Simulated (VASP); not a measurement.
Set up this calculation in VASP 6.6.1, as the native input.

```
Task                   : single point
Functional             : PBE
Potentials or basis    : VASP PAW PBE potentials, release 64 (B, N)
Cutoff                 : 600 eV
k mesh                 : 12 × 12 × 12
Occupations            : gaussian, width 0.02 eV
Spin                   : no spin polarisation
Dipole correction      : no
Further INCAR settings : ALGO = Normal; EDIFF = 1e-06; NBANDS = 11
```

The structure of BN lies in POSCAR:

```
BN
1.0
    0.0000000000      1.8302943796      1.8302943796
    1.8302943796      0.0000000000      1.8302943796
    1.8302943796      1.8302943796      0.0000000000
B N
1 1
Direct
    0.0000000000      0.0000000000      0.0000000000
    0.2500000000      0.2500000000      0.2500000000
```

One way to write it, as run:

INCAR

```
SYSTEM = BN
PREC = Accurate
ENCUT = 600
EDIFF = 1E-6
ISMEAR = 0
SIGMA = 0.02
LREAL = .False.
LASPH = .True.
NELM = 120
ALGO = Normal
ISIF = 2
LWAVE = .False.
LCHARG = .False.
GGA = PE
NBANDS = 11
GGA_COMPAT = .False.
```

KPOINTS

```
regular mesh
0
Gamma
  12 12 12
  0 0 0
```

Potentials or basis: VASP PAW PBE potentials, release 64 (B, N).

The run is started by

```console
$ cat potpaw_PBE.64/B/POTCAR potpaw_PBE.64/N/POTCAR > POTCAR
$ mpirun -np 1 vasp_std > vasp.out
```

Results of the run:

```
Pressure               : -10.5 GPa
Band gap on the k mesh : 4.42 eV (least direct gap 8.64 eV)
```

Caveat: the cell stands under tension.

Run time: 17 s on 1 thread of Intel Xeon 8259CL, on a shared host, peak memory 0.14 GiB.
